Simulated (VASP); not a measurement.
## Al12O: single point with PBE

Slab: Al12O, a slab with vacuum.

```xyz
13
Lattice="5.7143 0.0000 0.0000 0.0000 5.7143 0.0000 0.0000 0.0000 19.6750" Properties=species:S:1:pos:R:3 pbc="T T T"
Al    1.4286    1.4286    4.0000
Al    1.4286    4.2857    4.0000
Al    4.2857    1.4286    4.0000
Al    4.2857    4.2857    4.0000
Al    0.0000    0.0000    6.0850
Al    0.0000    2.8572    6.0850
Al    2.8572    0.0000    6.0850
Al    2.8572    2.8572    6.0850
Al    1.4286    1.4286    8.1750
Al    1.4286    4.2857    8.1750
Al    4.2857    1.4286    8.1750
Al    4.2857    4.2857    8.1750
O     1.9048    2.8572    9.1267
```

| Item | Value |
| --- | --- |
| Program | VASP 6.6.1 |
| Task | single point |
| Functional | PBE |
| Potentials or basis | VASP PAW PBE potentials, release 64 (Al, O) |
| Cutoff | 520 eV |
| k mesh | 5 × 5 × 1 |
| Occupations | gaussian, width 0.1 eV |
| Spin | no spin polarisation |
| Dipole correction | yes |
| Further INCAR settings | ALGO = Normal; EDIFF = 1e-06; NBANDS = 33 |

```json
{"Largest force": "0.380 eV/Å", "Band gap on the k mesh": "zero (band 21 reaches -0.03 eV, above the bottom of band 22 at -0.89 eV)"}
```

Forces in eV/Å, atoms in the order of the input:
```
Al   0.005 -0.018  0.049
Al   0.005  0.018  0.049
Al  -0.001  0.024  0.056
Al  -0.001 -0.024  0.056
Al  -0.113  0.000 -0.115
Al   0.011  0.000 -0.128
Al   0.128  0.000  0.085
Al   0.134  0.000 -0.246
Al  -0.114 -0.088  0.274
Al  -0.114  0.088  0.274
Al   0.220 -0.184 -0.186
Al   0.220  0.184 -0.186
O   -0.380  0.000  0.019
```

Levels at points of the mesh, in eV from the Fermi level:
```csv
k point,band 19,band 20,band 21,band 22,band 23,band 24
"(0.00, 0.00, 0.00)",-0.74,-0.53,-0.32,-0.30,-0.01,0.12
```

It took 4.9 min on 1 thread of AMD EPYC 7R43 64-Core Processor (Zen 3), with other jobs on the host, peak memory 0.56 GiB.
